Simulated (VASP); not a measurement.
Write the native input for VASP 6.6.1 that does the following.

| Property | Result |
| --- | --- |
| Task | single point |
| Functional | PBEsol |
| Potentials or basis | VASP PAW PBE potentials, release 64 (V_sv, Ca_sv, O) |
| Cutoff | 520 eV |
| k mesh | 3 × 3 × 3 |
| Occupations | gaussian, width 0.05 eV |
| Spin | collinear spin, ferromagnetic start |
| Starting moments | [3.0, 0.0, 0.0, 0.0, 0.0, 0.0, 0.0, 0.0, 0.0, 0.0, 0.0, 0.0, 0.0, 0.0, 0.0, 0.0] μB |
| Hubbard terms | V d U = 3.0 eV |
| Dipole correction | no |
| Further INCAR settings | LREAL = Auto; ALGO = Normal; EDIFF = 1e-06; NBANDS = 84 |

The structure of Ca7VO8 lies in POSCAR:

```
Ca7VO8
1.0
    0.0000000000      4.8150000000      4.8150000000
    4.8150000000      0.0000000000      4.8150000000
    4.8150000000      4.8150000000      0.0000000000
V Ca O
1 7 8
Direct
    0.0000000000      0.0000000000      1.0000000000
    0.0000000000      0.0000000000      0.5000000000
    0.0000000000      0.5000000000      0.0000000000
    0.0000000000      0.5000000000      0.5000000000
    0.5000000000      0.0000000000      0.0000000000
    0.5000000000      0.0000000000      0.5000000000
    0.5000000000      0.5000000000      0.0000000000
    0.5000000000      0.5000000000      0.5000000000
    0.2500000000      0.2500000000      0.2500000000
    0.2450441814      0.2450441814      0.7549558186
    0.2450441814      0.7549558186      0.2450441814
    0.2450441814      0.7549558186      0.7549558186
    0.7549558186      0.2450441814      0.2450441814
    0.7549558186      0.2450441814      0.7549558186
    0.7549558186      0.7549558186      0.2450441814
    0.7500000000      0.7500000000      0.7500000000
```

These files were run (other wordings do the same):

INCAR

```
PREC = Accurate ; ENCUT = 520
EDIFF = 1E-6 ; ISMEAR = 0
SIGMA = 0.05 ; LREAL = Auto
LASPH = True ; NELM = 150
ALGO = Normal ; ISIF = 2
LWAVE = False ; LCHARG = False
ISPIN = 2 ; MAGMOM = 3 0 0 0 0 0 0 0 0 0 0 0 0 0 0 0
LORBIT = 11 ; LMAXMIX = 4
LDAU = True ; LDAUTYPE = 2
LDAUL = 2 -1 -1 ; LDAUU = 3 0 0
LDAUJ = 0 0 0 ; LDAUPRINT = 1
GGA = PS ; NBANDS = 84
```

KPOINTS

```
Automatic mesh
0
Gamma
  3 3 3
```

Potentials or basis: VASP PAW PBE potentials, release 64 (V_sv, Ca_sv, O).

Launch:

```console
$ cat potpaw_PBE.64/V_sv/POTCAR potpaw_PBE.64/Ca_sv/POTCAR potpaw_PBE.64/O/POTCAR > POTCAR
$ mpirun -np 1 vasp_std > vasp.out
```

It gave:

| Property | Result |
| --- | --- |
| Pressure | -6.7 GPa |
| Largest force | 0.015 eV/Å |
| Band gap on the k mesh | 2.02 eV (least direct gap 2.37 eV) |
| Net moment | 3.00 μB per cell |
| Site moments | V +2.64; Ca +0.00; O +0.00, -0.00 (each value once) μB |
| Valence electrons inside the program's atomic spheres | V 11.20; Ca 8.21, 8.18 (each value once); O 4.97, 4.96 (each value once) |

Caveat: the cell stands under tension; the PAW data sets were made with another functional, which shifts forces and pressure a little; an odd mesh through Γ misses points on the zone boundary, where band edges can lie.

It took 13 min on 1 thread of Intel(R) Xeon(R) Platinum 8488C (Sapphire Rapids), on a shared host, peak memory 0.55 GiB.
